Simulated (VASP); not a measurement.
# Hf (P6_3/mmc) in VASP: a series of runs

The runs below take Hf through single point, with PBEsol.

Everything below comes from runs of VASP 6.6.1. Logs are shortened: lines on timing, memory, paths and dates and some standing lists are left out, and cuts for length are marked.

### 1 The cell of the first run

Symmetry: P6_3/mmc, No. 194, hexagonal system. Conventional cell: a = 3.317 Å, b = 3.317 Å, c = 5.058 Å, α = 90.00°, β = 90.00°, γ = 120.00°. Hf (site symmetry -6m2) has 12 Hf at 3.17 to 3.32 Å within 4.2 Å.

### 2 Single point, PBEsol (strain +0.0375 x Voigt [1, 1, 0, 0, 0, 0])

File INCAR:

```
SYSTEM = Hf
  PREC = Accurate
  ENCUT = 520
  EDIFF = 1E-7
  ISMEAR = 0
  SIGMA = 0.15
  LREAL = .FALSE.
  LASPH = .TRUE.
  NELM = 100
  ALGO = Fast
  ISIF = 2
  LWAVE = .FALSE.
  LCHARG = .FALSE.
  GGA = PS
  NBANDS = 17
```

File KPOINTS:

```
regular mesh
0
G
  18 18 10
  0 0 0
```

File POSCAR:

```
Hf
1.0
    3.3165747189      0.0000000000      0.0000000000
   -1.6582873594      2.8722379601      0.0000000000
    0.0000000000      0.0000000000      5.0578000000
Hf
2
Direct
    0.3333333333      0.6666666667      0.2500000000
    0.6666666667      0.3333333333      0.7500000000
```

Potentials or basis: VASP PAW PBE potentials, release 64 (Hf_pv).

Launch:

```
$ cat potpaw_PBE.64/Hf_pv/POTCAR > POTCAR
$ mpirun -np 1 vasp_std > vasp.out
```

OUTCAR:

```text
SYSTEM = Hf
   PREC = Accurate
   ENCUT = 520
   EDIFF = 1E-7
   ISMEAR = 0
   LREAL = .FALSE.
   LASPH = .TRUE.
   NELM = 100
   ISIF = 2
   GGA = PS

 ion  position               nearest neighbor table
   1  0.333  0.667  0.250-   2 3.17   2 3.17   2 3.17   2 3.17   2 3.17   2 3.17
   2  0.667  0.333  0.750-   1 3.17   1 3.17   1 3.17   1 3.17   1 3.17   1 3.17

  LATTYP: Found a hexagonal cell.
 ALAT       =     3.3165747189
 C/A-ratio  =     1.5250071018

  Lattice vectors:

 A1 = (   3.3165747189,   0.0000000000,   0.0000000000)
 A2 = (  -1.6582873594,   2.8722379601,   0.0000000000)
 A3 = (   0.0000000000,   0.0000000000,   5.0578000000)

Analysis of symmetry for initial positions (statically):
=====================================================================
 Subroutine PRICEL returns:
 Original cell was already a primitive cell.

 Routine SETGRP: Setting up the symmetry group for a
 hexagonal supercell.

 Subroutine GETGRP returns: Found 24 space group operations
 (whereof 12 operations were pure point group operations)
 out of a pool of 24 trial point group operations.

The static configuration has the point symmetry D_3d.
 The point group associated with its full space group is D_6h.

Analysis of symmetry for dynamics (positions and initial velocities):
=====================================================================
 Subroutine PRICEL returns:
 Original cell was already a primitive cell.

 Routine SETGRP: Setting up the symmetry group for a
 hexagonal supercell.

 Subroutine GETGRP returns: Found 24 space group operations
 (whereof 12 operations were pure point group operations)
 out of a pool of 24 trial point group operations.

The dynamic configuration has the point symmetry D_3d.
 The point group associated with its full space group is D_6h.

 Subroutine INISYM returns: Found 24 space group operations
 (whereof 12 operations are pure point group operations),
 and found     1 'primitive' translations

----------------------------------------------------------------------------------------

                                     Primitive cell

  volume of cell :      48.1806

  direct lattice vectors                    reciprocal lattice vectors
     3.316574719  0.000000000  0.000000000     0.301515897  0.174080284  0.000000000
    -1.658287359  2.872237960  0.000000000     0.000000000  0.348160568  0.000000000
     0.000000000  0.000000000  5.057800000     0.000000000  0.000000000  0.197714421

  length of vectors
     3.316574719  3.316574719  5.057800000     0.348160568  0.348160568  0.197714421

  position of ions in fractional coordinates (direct lattice)
     0.333333333  0.666666667  0.250000000
     0.666666667  0.333333333  0.750000000

  ion indices of the primitive-cell ions
   primitive index   ion index
                 1           1
                 2           2

----------------------------------------------------------------------------------------

 KPOINTS: regular mesh

Automatic generation of k-mesh.
 Grid dimensions read from file:
 generate k-points for:   18   18   10

 Generating k-lattice:

  Cartesian coordinates                     Fractional coordinates (reciprocal lattice)
     0.016750883  0.009671127  0.000000000     0.055555556  0.000000000  0.000000000
     0.000000000  0.019342254  0.000000000     0.000000000  0.055555556  0.000000000
     0.000000000  0.000000000  0.019771442     0.000000000  0.000000000  0.100000000

  Length of vectors
     0.019342254  0.019342254  0.019771442

  Shift w.r.t. Gamma in fractional coordinates (k-lattice)
     0.000000000  0.000000000  0.000000000

 Subroutine IBZKPT returns following result:
 ===========================================

 Found    222 irreducible k-points:

 Following reciprocal coordinates:
            Coordinates               Weight
  0.000000  0.000000  0.000000      1.000000
  0.055556  0.000000  0.000000      6.000000
  0.111111  0.000000  0.000000      6.000000
  0.166667 -0.000000  0.000000      6.000000
  0.222222  0.000000  0.000000      6.000000
  0.277778  0.000000  0.000000      6.000000
[... 16 lines left out ...]
  0.333333  0.111111  0.000000     12.000000
  0.388889  0.111111  0.000000     12.000000
 [... further k-points ...]
   k-points           NKPTS =    222   k-points in BZ     NKDIM =    222   number of bands    NBANDS=     17
   number of dos      NEDOS =    301   number of ions     NIONS =      2
   total plane-waves  NPLWV =  31360
   dimension x,y,z NGX =    28 NGY =   28 NGZ =   40
   dimension x,y,z NGXF=    56 NGYF=   56 NGZF=   80
   ions per type =               2
   NGX,Y,Z   is equivalent  to a cutoff of  14.04, 14.04, 13.15 a.u.
   NGXF,Y,Z  is equivalent  to a cutoff of  28.07, 28.07, 26.30 a.u.
 SYSTEM =  Hf
   PREC   = accura    normal or accurate (medium, high low for compatibility)
   ISTART =      0    job   : 0-new  1-cont  2-samecut
   ICHARG =      2    charge: 1-file 2-atom 10-const
   ISPIN  =      1    spin polarized calculation?
   LNONCOLLINEAR =      F non collinear calculations
   LSORBIT =      F    spin-orbit coupling
   LASPH  =      T    aspherical Exc in radial PAW
   ENCUT  =  520.0 eV  38.22 Ry    6.18 a.u.   6.17  6.17  9.40*2*pi/ulx,y,z
   NELM   =    100;   NELMIN=  2; NELMDL= -5     # of ELM steps
   EDIFF  = 0.1E-06   stopping-criterion for ELM
   LREAL  =      F    real-space projection
   EDIFFG = 0.1E-05   stopping-criterion for IOM
   NSW    =      0    number of steps for IOM
   IBRION =     -1    ionic relax: 0-MD 1-quasi-New 2-CG
   NFREE  =      0    steps in history (QN), initial steepest desc. (CG)
   ISIF   =      2    stress and relaxation
   ISYM   =      2    0-nonsym 1-usesym 2-fastsym
   POTIM  = 0.5000    time-step for ionic-motion
   TEBEG  =    0.0;   TEEND  =   0.0 temperature during run
   PSTRESS=    0.0 pullay stress
   NELECT =      20.0000    total number of electrons
   NUPDOWN=      -1.0000    fix difference up-down
   EMIN   =  10.00;   EMAX   =-10.00  energy-range for DOS
   EFERMI =   0.00;   METHOD = LEGACY
   ISMEAR =     0;   SIGMA  =   0.15  broadening in eV -4-tet -1-fermi 0-gaus
   EFERMI_NEDOS =   21; number of points for ismear=-14 and -15
   IALGO  =     68    algorithm
   IMIX   =      4    mixing-type and parameters
     AMIX     =   0.40;   BMIX     =  1.00
     AMIX_MAG =   1.60;   BMIX_MAG =  1.00
  volume/ion in A,a.u.               =      24.09       162.57
  Fermi-wavevector in a.u.,A,eV,Ry     =   1.221221  2.307773 20.291462  1.491380
  Thomas-Fermi vector in A             =   2.356411
   LORBIT       =      0    0 simple, 1 ext, 2 COOP (PROOUT), +10 PAW based schemes
   GGA     = PS    functional components
   LHFCALC =     F    Hartree Fock is set to
   AEXX    =    0.0000 exact exchange contribution
   IVDW    =     0    specifies the selected vdW correction
   LEPSILON=     F    determine dielectric tensor
   LRPA    =     F    only Hartree local field effects (RPA)
 non-spin polarized calculation
 RMM-DIIS sequential band-by-band and
 Gauss-broadening in eV      SIGMA  =   0.15
  energy-cutoff  :      520.00
  volume of cell :       48.18
 maximum number of plane-waves:      1320
 NGX is ok and might be reduce to    28
   NGX = 13   NGY = 13   NGZ = 19

 number of electron      20.0000001 magnetization

 Free energy of the ion-electron system (eV)
  ---------------------------------------------------
  ext. energy  EPLUGINS =         0.00000000
  ---------------------------------------------------
  free energy    TOTEN  =       -20.82151110 eV

  energy without entropy =      -20.80464078  energy(sigma->0) =      -20.81307594

 E-fermi :   4.2785     XC(G=0): -11.0558

 val. band max:        4.2738140806   @ k =   0.2778   0.2778   0.4000
 cond. band min:       4.2954532814   @ k =   0.2222   0.2222   0.5000
 fundamental gap:      0.0216392009
 Fermi energy:         4.2785077350

 k-point     1 :       0.0000    0.0000    0.0000
  band No.  band energies     occupation
      1     -26.8849      2.00000
      2     -26.3008      2.00000
      3     -26.3008      2.00000
      4     -26.1777      2.00000
      5     -26.1777      2.00000
      6     -26.1525      2.00000
[... 9 lines left out ...]
     16       6.4545      0.00000
     17       9.1501      0.00000

 k-point     2 :       0.0556    0.0000    0.0000
  band No.  band energies     occupation
      1     -26.8785      2.00000
      2     -26.3124      2.00000
      3     -26.3051      2.00000
      4     -26.1902      2.00000
      5     -26.1790      2.00000
      6     -26.1560      2.00000
[... 9 lines left out ...]
     16       6.3750      0.00000
     17       9.2344      0.00000

 k-point     3 :       0.1111    0.0000    0.0000
  band No.  band energies     occupation
      1     -26.8598      2.00000
      2     -26.3457      2.00000
      3     -26.3173      2.00000
      4     -26.2259      2.00000
      5     -26.1829      2.00000
      6     -26.1666      2.00000
[... 9 lines left out ...]
     16       6.4603      0.00000
     17       9.4002      0.00000

 k-point     4 :       0.1667   -0.0000    0.0000
  band No.  band energies     occupation
      1     -26.8297      2.00000
      2     -26.3970      2.00000
      3     -26.3355      2.00000
      4     -26.2794      2.00000
      5     -26.1894      2.00000
      6     -26.1841      2.00000
[... 9 lines left out ...]
     16       6.8180      0.00000
     17       9.6203      0.00000

 k-point     5 :       0.2222    0.0000    0.0000
  band No.  band energies     occupation
      1     -26.7902      2.00000
      2     -26.4603      2.00000
      3     -26.3571      2.00000
      4     -26.3434      2.00000
      5     -26.2082      2.00000
      6     -26.1980      2.00000
[... 9 lines left out ...]
     16       7.2591      0.00000
     17       9.8378      0.00000

 k-point     6 :       0.2778    0.0000    0.0000
  band No.  band energies     occupation
      1     -26.7437      2.00000
      2     -26.5279      2.00000
      3     -26.4096      2.00000
      4     -26.3795      2.00000
      5     -26.2383      2.00000
      6     -26.2076      2.00000
[... 9 lines left out ...]
     16       7.8190      0.00000
     17      10.0222      0.00000

 k-point     7 :       0.3333    0.0000    0.0000
  band No.  band energies     occupation
      1     -26.6937      2.00000
      2     -26.5916      2.00000
      3     -26.4700      2.00000
      4     -26.4000      2.00000
      5     -26.2728      2.00000
      6     -26.2171      2.00000
[... 9 lines left out ...]
     16       8.4327      0.00000
     17      10.1627      0.00000

 k-point     8 :       0.3889    0.0000    0.0000
  band No.  band energies     occupation
      1     -26.6451      2.00000
      2     -26.6436      2.00000
      3     -26.5182      2.00000
      4     -26.4165      2.00000
      5     -26.3087      2.00000
      6     -26.2250      2.00000
[... 9 lines left out ...]
     16       9.0527      0.00000
     17      10.2584      0.00000
[... 203 lines left out ...]
      1     -26.8123      2.00000
      2     -26.4118      2.00000
      3     -26.3739      2.00000
      4     -26.2849      2.00000
      5     -26.2021      2.00000
      6     -26.1946      2.00000
[... 9 lines left out ...]
     16       7.1947      0.00000
     17       9.6565      0.00000

 k-point    20 :       0.1667    0.1111    0.0000
  band No.  band energies     occupation
      1     -26.7738      2.00000
      2     -26.4626      2.00000
      3     -26.4206      2.00000
      4     -26.3202      2.00000
      5     -26.2186      2.00000
      6     -26.2169      2.00000
[... 9 lines left out ...]
     16       7.7189      0.00000
     17       9.8049      0.00000

 k-point    21 :       0.2222    0.1111    0.0000
  band No.  band energies     occupation
      1     -26.7283      2.00000
      2     -26.5239      2.00000
      3     -26.4624      2.00000
      4     -26.3586      2.00000
      5     -26.2486      2.00000
      6     -26.2312      2.00000
[... 9 lines left out ...]
     16       8.3229      0.00000
     17       9.9412      0.00000

 k-point    22 :       0.2778    0.1111    0.0000
  band No.  band energies     occupation
      1     -26.6791      2.00000
      2     -26.5842      2.00000
      3     -26.4974      2.00000
      4     -26.3955      2.00000
      5     -26.2833      2.00000
      6     -26.2439      2.00000
[... 9 lines left out ...]
     16       8.9796      0.00000
     17      10.0501      0.00000

 k-point    23 :       0.3333    0.1111    0.0000
  band No.  band energies     occupation
      1     -26.6338      2.00000
      2     -26.6308      2.00000
      3     -26.5246      2.00000
      4     -26.4259      2.00000
      5     -26.3196      2.00000
      6     -26.2540      2.00000
[... 9 lines left out ...]
     16       9.6518      0.00000
     17      10.1265      0.00000

 k-point    24 :       0.3889    0.1111    0.0000
  band No.  band energies     occupation
      1     -26.6661      2.00000
      2     -26.5914      2.00000
      3     -26.5421      2.00000
      4     -26.4457      2.00000
      5     -26.3512      2.00000
      6     -26.2606      2.00000
[... 9 lines left out ...]
     16      10.1707      0.00000
     17      10.2388      0.00000

 [... further k-points ...]

------------------------ aborting loop because EDIFF is reached ----------------------------------------

  FORCE on cell =-STRESS in cart. coord.  units (eV):
  Direction    XX          YY          ZZ          XY          YZ          ZX
  --------------------------------------------------------------------------------------
  -------------------------------------------------------------------------------------
  Total       -3.4788957     -3.4788957     -2.4958847     -0.0000000      0.0000000     -0.0000000
  in kB     -115.6858221   -115.6858221    -82.9971622     -0.0000000      0.0000000     -0.0000000
  external PRESSURE =    -104.7896022 kB  Pullay stress =       0.0000000 kB

 VOLUME and BASIS-vectors are now :
 -----------------------------------------------------------------------------
  energy-cutoff  :      520.00
  volume of cell :       48.18
      direct lattice vectors                 reciprocal lattice vectors
     3.316574719  0.000000000  0.000000000     0.301515897  0.174080284  0.000000000
    -1.658287359  2.872237960  0.000000000     0.000000000  0.348160568  0.000000000
     0.000000000  0.000000000  5.057800000     0.000000000  0.000000000  0.197714421

 POSITION                                       TOTAL-FORCE (eV/Angst)
 -----------------------------------------------------------------------------------
     -0.00000      1.91483      1.26445         0.000000     -0.000000      0.000000
      1.65829      0.95741      3.79335        -0.000000      0.000000      0.000000
 -----------------------------------------------------------------------------------
    total drift:                               -0.000000      0.000000     -0.000000

  FREE ENERGIE OF THE ION-ELECTRON SYSTEM (eV)
  ---------------------------------------------------
  free  energy   TOTEN  =       -20.8215111031 eV

  energy  without entropy=      -20.8046407814  energy(sigma->0) =      -20.81307594
```

Wall time 92 s (1 thread of Intel Xeon 6975P-C (Granite Rapids), shared host); peak memory 0.29 GiB.

What came out:

- Free energy: -20.8215 eV
- Pressure: -10.5 GPa
- Band gap on the k mesh: zero (bands 10 and 11 overlap by 1.52 eV)

Caveat: the cell differs from its parent crystal (strain +0.0375 x Voigt [1, 1, 0, 0, 0, 0]); the cell stands under tension; the PAW data sets were made with another functional, which shifts forces and pressure a little; spin-orbit coupling is left out, which moves the levels of the heavy elements.

### 3 Single point, PBEsol (strain -0.1500 x Voigt [1, 1, 0, 0, 0, 0])

File INCAR:

```
  PREC = Accurate
  ENCUT = 520
  EDIFF = 1E-7
  ISMEAR = 0
  SIGMA = 0.15
  LREAL = False
  LASPH = True
  NELM = 80
  ALGO = Normal
  ISIF = 2
  LWAVE = False
  LCHARG = False
  GGA = PS
  NBANDS = 17
```

File KPOINTS:

```
regular mesh
0
Gamma
  18 18 10
```

File POSCAR:

```
Hf
1.0
    2.7171937456      0.0000000000      0.0000000000
   -1.3585968728      2.3531588107      0.0000000000
    0.0000000000      0.0000000000      5.0578000000
Hf
2
Direct
    0.3333333333      0.6666666667      0.2500000000
    0.6666666667      0.3333333333      0.7500000000
```

Potentials or basis: VASP PAW PBE potentials, release 64 (Hf_pv).

Launch:

```
$ cat potpaw_PBE.64/Hf_pv/POTCAR > POTCAR
$ mpirun -np 1 vasp_std > vasp.out
```

It took 37 s on 1 thread of Intel Xeon 6975P-C (Granite Rapids), shared host; peak memory 0.22 GiB.

Results (log left out):

| Item | Value |
| --- | --- |
| Free energy | -19.3962 eV |
| Pressure | 50.1 GPa |
| Band gap on the k mesh | zero (bands 10 and 11 overlap by 1.32 eV) |

Stress tensor (GPa, compression positive):
```
56.15  0.00  0.00
 0.00 56.15  0.00
 0.00  0.00 37.94
```

Levels at points of the mesh, in eV from the Fermi level:
```tsv
k point	band 7	band 8	band 9	band 10	band 11	band 12	band 13	band 14
(0.00, 0.00, 0.00)	-8.06	-4.75	-0.33	1.04	1.78	1.78	2.46	2.46
(0.50, 0.00, 0.00)	-4.05	-3.88	-3.62	0.12	1.12	1.55	2.36	8.37
(0.00, 0.00, 0.50)	-5.92	-5.92	-0.73	-0.73	1.90	1.90	1.90	1.90
(0.50, 0.00, 0.50)	-4.50	-4.50	-2.31	-2.31	3.28	3.28	4.52	4.52
```

Caveat: the cell differs from its parent crystal (strain -0.1500 x Voigt [1, 1, 0, 0, 0, 0]); the cell stands under pressure; the PAW data sets were made with another functional, which shifts forces and pressure a little; spin-orbit coupling is left out, which moves the levels of the heavy elements.

### 4 Single point, PBEsol (strain +0.0750 x Voigt [1, 1, 0, 0, 0, 0])

File INCAR:

```
PREC = Accurate
ENCUT = 520
EDIFF = 1E-7
ISMEAR = 0
SIGMA = 0.15
LREAL = F
LASPH = T
NELM = 100
ALGO = Fast
ISIF = 2
LWAVE = F
LCHARG = F
GGA = PS
NBANDS = 17
```

File KPOINTS:

```
Automatic mesh
0
Gamma
  18 18 10
```

File POSCAR:

```
Hf
1.0
    3.4364509135      0.0000000000      0.0000000000
   -1.7182254568      2.9760537900      0.0000000000
    0.0000000000      0.0000000000      5.0578000000
Hf
2
Direct
    0.3333333333      0.6666666667      0.2500000000
    0.6666666667      0.3333333333      0.7500000000
```

Launch:

```
$ cat potpaw_PBE.64/Hf_pv/POTCAR > POTCAR
$ mpirun -np 1 vasp_std > vasp.out
```

Wall time 92 s (1 thread of Intel Xeon 6975P-C (Granite Rapids), shared host); peak memory 0.29 GiB.

Results (log left out):

| Item | Value |
| --- | --- |
| Free energy | -20.5038 eV |
| Pressure | -15.0 GPa |
| Band gap on the k mesh | zero (bands 10 and 11 overlap by 1.44 eV) |

Stress tensor (GPa, compression positive):
```
-16.80   0.00   0.00
  0.00 -16.80   0.00
  0.00   0.00 -11.33
```

Levels at points of the mesh, in eV from the Fermi level:
```tsv
k point	band 7	band 8	band 9	band 10	band 11	band 12	band 13	band 14
(0.00, 0.00, 0.00)	-6.90	-3.12	0.79	0.94	0.94	1.77	1.77	1.81
(0.50, 0.00, 0.00)	-3.26	-2.30	-1.73	-1.20	0.35	0.99	1.79	4.51
(0.00, 0.00, 0.50)	-4.96	-4.96	0.47	0.47	0.70	0.70	0.70	0.70
(0.50, 0.00, 0.50)	-3.02	-3.02	-0.67	-0.67	0.79	0.79	2.00	2.00
```

Caveat: the cell differs from its parent crystal (strain +0.0750 x Voigt [1, 1, 0, 0, 0, 0]); the cell stands under tension; the PAW data sets were made with another functional, which shifts forces and pressure a little; spin-orbit coupling is left out, which moves the levels of the heavy elements.

### 5 Overview

| cell | gap on the mesh (eV) | pressure (GPa) |
| --- | --- | --- |
| a = 3.317, b = 3.317, c = 5.058 Å, angles 90.0, 90.0, 120.0°, 2 atoms | none | -10.5 |
| a = 2.717, b = 2.717, c = 5.058 Å, angles 90.0, 90.0, 120.0°, 2 atoms | none | 50.1 |
| a = 3.436, b = 3.436, c = 5.058 Å, angles 90.0, 90.0, 120.0°, 2 atoms | none | -15.0 |

Alike in all rows: task single point; level PBEsol; potentials or basis VASP PAW PBE potentials, release 64 (Hf_pv); no spin polarisation; k mesh 18 × 18 × 10; cutoff (eV) 520; smearing gaussian 0.15 eV.

Caveats: the PAW data sets were made with another functional, which shifts forces and pressure a little; spin-orbit coupling is left out, which moves the levels of the heavy elements; the cell stands under tension (at least some runs); the cell stands under pressure (at least some runs).

Absolute energies hang on the potentials; compare differences alone.
